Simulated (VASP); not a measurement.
Here is a VASP 6.6.1 calculation.

INCAR

```
  ALGO = Normal
  EDIFF = 1E-6
  ENCUT = 520
  GGA = PE
  ISIF = 2
  ISMEAR = 0
  LASPH = T
  LCHARG = F
  LREAL = F
  LWAVE = F
  NBANDS = 31
  NELM = 100
  PREC = Accurate
  SIGMA = 0.1
```

The input KPOINTS:

```
k-points
0
Gamma
  6 6 1
```

The input POSCAR:

```
Si3C2
1.0
    2.5125540881      0.0000000000      0.0000000000
   -1.2562770440      2.1759356687      0.0000000000
    0.0000000000      0.0000000000     24.9787871048
Si C
6 4
Direct
    0.3333333333      0.6666666667      0.7422839654
    0.3333333333      0.6666666667      0.9495016880
    0.3333333333      0.6666666667      0.1562361845
    0.6666666667      0.3333333333      0.8437638155
    0.6666666667      0.3333333333      0.0504983120
    0.6666666667      0.3333333333      0.2577160346
    0.3333333333      0.6666666667      0.4269487592
    0.3333333333      0.6666666667      0.5730449628
    0.6666666667      0.3333333333      0.4269550372
    0.6666666667      0.3333333333      0.5730512408
```

Potentials or basis: VASP PAW PBE potentials, release 64 (Si, C).

The run is started by

```bash
$ cat potpaw_PBE.64/Si/POTCAR potpaw_PBE.64/C/POTCAR > POTCAR
$ mpirun -np 1 vasp_std > vasp.out
```

Task: Predict the largest force.

Result: 0.005 eV/Å.

Task: Predict the band gap on the k mesh.

Result: Zero (band 20 reaches 10.53 eV, above the bottom of band 21 at 5.62 eV).

Task: Estimate the pressure.

Result: 0.1 GPa.

Forces on the atoms (eV/Å):
```
Si   0.000  0.000  0.004
Si   0.000  0.000  0.001
Si   0.000  0.000  0.003
Si   0.000  0.000 -0.003
Si   0.000  0.000 -0.001
Si   0.000  0.000 -0.004
C    0.000  0.000  0.005
C    0.000  0.000  0.005
C    0.000  0.000 -0.005
C    0.000  0.000 -0.005
```

Caveat: the k points lie up to 0.48 Å⁻¹ apart.
